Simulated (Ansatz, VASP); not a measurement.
**I: VASP beside Ansatz**

```
I
1.0
     0.00000    2.06144    2.06144
     2.06144    0.00000    2.06144
     2.06144    2.06144    0.00000
I
1
Cartesian
  0.0000 0.0000 0.0000
```

Change from the starting cell: volume scaled by 0.5, LAPW.

Alike in both runs: task single point; functional PBE; k mesh 14 × 14 × 14; occupations fermi-dirac, width 0.05 eV; no spin polarisation.

|  | VASP | Ansatz |
| --- | --- | --- |
| version | VASP 6.6.1 | Ansatz 0.2.0 |
| potentials or method | VASP PAW PBE potentials, release 64 (I), cutoff 520 eV | all-electron LAPW, scalar-relativistic |

```tsv
	VASP	Ansatz	Ansatz less VASP
pressure (GPa)	96.5	96.9	+0.43
```

Both programs put the cell under a high pressure, so it lies far from rest at this level. Ansatz ran all-electron here, and VASP with PAW potentials.

Spin-orbit coupling is off throughout. Noted on VASP's run: the cell as given lies far from equilibrium.
